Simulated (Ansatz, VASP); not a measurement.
Given: the input of a run of VASP 6.6.1 on TiB2.

INCAR

```
ALGO     = Normal         # electronic algorithm
EDIFF    = 1E-7           # SCF threshold, eV
EDIFFG   = -0.01          # ionic threshold
ENCUT    = 600            # plane-wave cutoff, eV
GGA      = RP             # functional
IBRION   = 2              # ionic algorithm
ISIF     = 3              # what is computed and relaxed
ISMEAR   = -1             # smearing method
IVDW     = 13             # dispersion correction
LASPH    = T              # aspherical terms in the spheres
LCHARG   = F              # write CHGCAR
LREAL    = F              # projectors in reciprocal space
LWAVE    = F              # write WAVECAR
NELM     = 100            # most SCF steps
NSW      = 60             # ionic steps
PREC     = Accurate       # precision mode
SIGMA    = 0.05           # smearing width, eV
```

The input KPOINTS:

```
k-points
0
Gamma
  10 10 8
```

POSCAR

```
TiB2
1.0
    3.0292000000      0.0000000000      0.0000000000
   -1.5146000000      2.6233641531      0.0000000000
    0.0000000000      0.0000000000      3.2284000000
Ti B
1 2
Direct
    0.0000000000      0.0000000000      0.0000000000
    0.6666666667      0.3333333333      0.5000000000
    0.3333333333      0.6666666667      0.5000000000
```

Potentials or basis: VASP PAW PBE potentials, release 64 (Ti_sv, B).

The run is started by

```sh
$ cat potpaw_PBE.64/Ti_sv/POTCAR potpaw_PBE.64/B/POTCAR > POTCAR
$ mpirun -np 1 vasp_std > vasp.out
```

Question: Translate it to Ansatz 0.2.0. Potentials there: Ansatz PAW.

Answer: As run (the cutoff follows the program's own potentials):

The input input.yaml:

```yaml
crystal:
  lattice:
    - [3.0292, 0.0, 0.0]
    - [-1.5146, 2.6233641531, 0.0]
    - [0.0, 0.0, 3.2284]
  atoms:
    - { symbol: Ti, position: [0.0, 0.0, 0.0] }
    - { symbol: B, position: [0.6666666667, 0.3333333333, 0.5] }
    - { symbol: B, position: [0.3333333333, 0.6666666667, 0.5] }
hamiltonian:
  xc: rpbe
  pseudopotentials: { kind: paw }
  dispersion: d4
kpoints:
  mp_grid: { grid: [10, 10, 8] }
scf:
  occupations: { method: fermi_dirac, width: 0.05 }
output:
  forces: true
  stress: true
relax:
  f_tol: 0.01
  max_steps: 40
  cell: { stress_tol: 0.05 }
```

Potentials or basis: Ansatz PAW.

The run is started by

```bash
$ ansatz run input.yaml --threads 2 --pin off --max-ram 5632MiB --backend cpu --events-out ev --progress --plain --runs-dir out
```

Both were run:

|  | VASP | Ansatz | Ansatz less VASP |
| --- | --- | --- | --- |
| relaxed volume (Å³/atom) | 8.14 | 8.14 | -0.003 |
| relaxed length of the cell vector where the two differ most in proportion (Å) | 2.998 | 2.997 | -0.0008 |

VASP's potentials were made for PBE, not for RPBE.

Noted on Ansatz's run: the plane-wave basis is chosen anew once the cell has moved, so the energies of steps on either side of that aren't comparable.
